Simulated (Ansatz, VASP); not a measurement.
**Pt in VASP and in Ansatz**

POSCAR

```
Pt
1.0
    0.0000000000      2.1292162500      1.9579000000
    2.1292162500      0.0000000000      1.9579000000
    2.1292162500      2.1292162500      0.0000000000
Pt
1
Direct
    0.0000000000      0.0000000000      0.0000000000
```

Contents of INCAR.step1:

```
PREC = Accurate
ENCUT = 520
ISMEAR = 0
SIGMA = 0.15
LREAL = False
LASPH = True
NELM = 80
NBANDS = 11
GGA = PE
ALGO = Normal
EDIFF = 1E-4
LWAVE = True
LCHARG = False
```

The input INCAR.step2:

```
PREC = Accurate
ENCUT = 520
EDIFF = 1E-6
ISMEAR = 0
SIGMA = 0.15
LREAL = False
LASPH = True
NELM = 80
ALGO = Normal
ISIF = 2
LWAVE = False
LCHARG = True
METAGGA = R2SCAN
LMIXTAU = True
LELF = True
LVHAR = True
NBANDS = 11
ISTART = 1
```

File KPOINTS:

```
Automatic mesh
0
Gamma
  20 20 20
```

Input for Ansatz:

```yaml
crystal:
  lattice:
    - [0.0, 2.12921625, 1.9579]
    - [2.12921625, 0.0, 1.9579]
    - [2.12921625, 2.12921625, 0.0]
  atoms:
    - { symbol: Pt, position: [0.0, 0.0, 0.0] }
basis:
  ecutwfc: 500
kpoints:
  mp_grid: { grid: [20, 20, 20] }
hamiltonian:
  xc: r2scan
scf:
  occupations: { method: gaussian, width: 0.15 }
output:
  forces: true
  stress: true
  eigenvalues: true
```

Change from the starting cell: strain +0.0875 x Voigt [1, 1, 0, 0, 0, 0], atoms carried along.

Alike in both runs: task single point; functional r2SCAN; k mesh 20 × 20 × 20; occupations gaussian, width 0.15 eV; no spin polarisation.

|  | VASP | Ansatz |
| --- | --- | --- |
| version | VASP 6.6.1 | Ansatz 0.2.0 |
| potentials or method | VASP PAW PBE potentials, release 64 (Pt), cutoff 520 eV | scalar-relativistic, plane waves, PAW |
| valence electrons in the cell | 10 | 18 |

|  | VASP | Ansatz | Ansatz less VASP |
| --- | --- | --- | --- |
| gap on the k mesh at the Fermi level (eV) | none | none | - |
| pressure (GPa) | -26.1 | -26.3 | -0.22 |
| traceless stress, the component that is largest in VASP (GPa) | 1.26 | 1.21 | -0.048 |

VASP's potentials were made for PBE, not for r2SCAN. A gap of «none» marks a metal or a gap that the smearing closes. The functional is the same, so the differences come from potentials, cutoffs and numerics. VASP's potentials hold 10 valence electrons a cell and Ansatz's 18, so a difference there can come from the potentials and not from the codes.

Neither program's run includes spin-orbit coupling.
